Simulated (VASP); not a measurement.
# TiSi16 (a cell with a defect) in VASP: further runs, part 2 of 2

VASP 6.6.1. Earlier steps stand in the parts before.

## Step 4: Single point, PBE

File INCAR:

```
SYSTEM = TiSi16
ALGO     = Normal         ! electronic algorithm
EDIFF    = 1E-7           ! SCF threshold, eV
ENCUT    = 520            ! plane-wave cutoff, eV
GGA      = PE             ! functional
ISIF     = 2              ! what is computed and relaxed
ISMEAR   = 0              ! smearing method
LASPH    = .TRUE.         ! aspherical terms in the spheres
LCHARG   = .TRUE.         ! write CHGCAR
LELF     = .TRUE.         ! ELF
LREAL    = Auto         
LVHAR    = .TRUE.       
LWAVE    = .FALSE.        ! write WAVECAR
NBANDS   = 52             ! bands
NELM     = 100            ! most SCF steps
PREC     = Accurate       ! precision mode
SIGMA    = 0.02           ! smearing width, eV
```

File KPOINTS:

```
k-points
0
G
  2 2 2
  0 0 0
```

File POSCAR:

```
TiSi16
1.0
    0.0000000000      5.4300000000      5.4300000000
    5.4300000000      0.0000000000      5.4300000000
    5.4300000000      5.4300000000      0.0000000000
Si Ti
16 1
Direct
   -0.0130999079     -0.0129527624      0.0381225599
    0.1262358195      0.1262348987      0.1391435543
    0.0059317680      0.0059689687      0.5166028545
    0.1088020258      0.1083942910      0.6734197053
    0.0094267035      0.4993928177     -0.0088467772
    0.1261777164      0.6074224678      0.1394664825
    0.0060924494      0.4706178637      0.5169215470
    0.1477486188      0.6167904236      0.6179615101
    0.4992370166      0.0099644567     -0.0094151013
    0.6076757827      0.1264444751      0.1386573665
    0.4707981584      0.0066793738      0.5155403315
    0.6166723757      0.1484631676      0.6172429098
    0.4991766114      0.4994953959     -0.0092666667
    0.6391060773      0.6396057090      0.0810261510
    0.5145227440      0.5154313996      0.4541050645
    0.6167502762      0.6169187845      0.6173392265
    0.8563174954      0.8562127072      0.4302826888
```

Potentials or basis: VASP PAW PBE potentials, release 64 (Si, Ti_sv).

Run with:

```bash
> cat potpaw_PBE.64/Si/POTCAR potpaw_PBE.64/Ti_sv/POTCAR > POTCAR
> mpirun -np 1 vasp_std > vasp.out
```

OUTCAR:

```text
SYSTEM = TiSi16
   EDIFF = 1E-7
   ENCUT = 520
   GGA = PE
   ISIF = 2
   ISMEAR = 0
   LASPH = .TRUE.
   LREAL = Auto
   NELM = 100
   PREC = Accurate

 ion  position               nearest neighbor table
   1  0.987  0.987  0.038-   4 2.29  10 2.38   2 2.39   6 2.39  17 2.46
   2  0.126  0.126  0.139-   9 2.34   5 2.35   3 2.37   1 2.39  17 2.94
   3  0.006  0.006  0.517-   4 2.28   2 2.37  17 2.43   8 2.45  12 2.45
   4  0.109  0.108  0.673-   3 2.28  11 2.28   7 2.28   1 2.29
   5  0.009  0.499  0.991-  14 2.33   8 2.34   6 2.34   2 2.35
   6  0.126  0.607  0.139-  13 2.34   5 2.34   7 2.37   1 2.39  17 2.93
   7  0.006  0.471  0.517-   4 2.28   6 2.37  17 2.43   8 2.45  16 2.45
   8  0.148  0.617  0.618-  15 2.32   5 2.34   7 2.45   3 2.45  17 2.63
   9  0.499  0.010  0.991-  14 2.33  12 2.34  10 2.34   2 2.34
  10  0.608  0.126  0.139-   9 2.34  13 2.34  11 2.36   1 2.38  17 2.94
  11  0.471  0.007  0.516-   4 2.28  10 2.36  17 2.43  12 2.45  16 2.45
  12  0.617  0.148  0.617-  15 2.32   9 2.34   3 2.45  11 2.45  17 2.63
  13  0.499  0.499  0.991-  14 2.33  16 2.34  10 2.34   6 2.34
  14  0.639  0.640  0.081-  13 2.33   9 2.33   5 2.33  15 2.34
[... 211 lines left out ...]
      1     -49.8708      2.00000
      2     -26.2568      2.00000
      3     -26.2340      2.00000
      4     -26.2295      2.00000
      5      -5.7006      2.00000
      6      -3.5066      2.00000
[... 413 lines left out ...]
     49       9.8758      0.00000
     50      10.4785      0.00000
 [bands above 50 left out]

------------------------ aborting loop because EDIFF is reached ----------------------------------------

  FORCE on cell =-STRESS in cart. coord.  units (eV):
  Direction    XX          YY          ZZ          XY          YZ          ZX
  --------------------------------------------------------------------------------------
  -------------------------------------------------------------------------------------
  Total        7.5137432      7.4457165      7.4713986     -0.4290824      0.4937275      0.4692853
  in kB       37.5956367     37.2552598     37.3837623     -2.1469492      2.4704063      2.3481077
  external PRESSURE =      37.4115529 kB  Pullay stress =       0.0000000 kB

 VOLUME and BASIS-vectors are now :
 -----------------------------------------------------------------------------
  energy-cutoff  :      520.00
  volume of cell :      320.21
      direct lattice vectors                 reciprocal lattice vectors
     0.000000000  5.430000000  5.430000000    -0.092081031  0.092081031  0.092081031
     5.430000000  0.000000000  5.430000000     0.092081031 -0.092081031  0.092081031
     5.430000000  5.430000000  0.000000000     0.092081031  0.092081031 -0.092081031

 POSITION                                       TOTAL-FORCE (eV/Angst)
 -----------------------------------------------------------------------------------
      5.56667      5.56587     10.71853        -0.159674     -0.160582      0.155051
      1.44100      1.44101      1.37092         0.061526      0.059770     -0.016180
      2.83756      2.83736      0.06462         0.029560      0.043676     -0.322761
      4.24525      4.24746      1.17938        -0.058779     -0.066178      0.060783
      8.09366      5.43315      2.76289         0.082374      0.033881     -0.081824
      4.05561      1.44245      3.98345         0.016097      0.064503     -0.061514
[... 9 lines left out ...]
      6.70202      6.70111      6.69882         0.111013      0.103927      0.026179
      6.98567      6.98624      9.29904        -0.895407     -0.905658      0.911256
 -----------------------------------------------------------------------------------
    total drift:                                0.007327      0.005901     -0.000542

  FREE ENERGIE OF THE ION-ELECTRON SYSTEM (eV)
  ---------------------------------------------------
  free  energy   TOTEN  =       -91.8066398647 eV

  energy  without entropy=      -91.7968210571  energy(sigma->0) =      -91.80173046
```

stdout:

```text
POSCAR found type information on POSCAR SiTi
 POSCAR found :  2 types and      17 ions
 scaLAPACK will be used
 LDA part: xc-table for (Slater+PW92), standard interpolation
 POSCAR, INCAR and KPOINTS ok, starting setup
 FFT: planning ... GRIDC
 FFT: planning ... GRID_SOFT
 FFT: planning ... GRID
 WAVECAR not read
 entering main loop
```

It took 3 min on 1 thread of Intel Xeon 6975P-C (Granite Rapids), shared host; peak memory 0.5 GiB.

Results:

```yaml
Free_energy: -91.8066 eV
Pressure: 3.7 GPa
Largest_force: 1.566 eV/Å
Band_gap_on_the_k_mesh: zero (band 38 reaches 6.91 eV, above the bottom of band 39 at 6.59 eV)
```

Forces in eV/Å, atoms in the order of the input:
```
Si  -0.160 -0.161  0.155
Si   0.062  0.060 -0.016
Si   0.030  0.044 -0.323
Si  -0.059 -0.066  0.061
Si   0.082  0.034 -0.082
Si   0.016  0.065 -0.062
Si   0.307  0.046 -0.031
Si   0.110 -0.031 -0.106
Si   0.033  0.086 -0.083
Si   0.067  0.016 -0.064
Si   0.033  0.309 -0.033
Si  -0.026  0.107 -0.110
Si   0.084  0.087 -0.037
Si   0.112  0.112 -0.112
Si   0.093  0.096 -0.096
Si   0.111  0.104  0.026
Ti  -0.895 -0.906  0.911
```

Stress tensor (GPa, compression positive):
```
 3.76 -0.21  0.23
-0.21  3.73  0.25
 0.23  0.25  3.74
```

Caveat: the k points lie up to 0.50 Å⁻¹ apart.
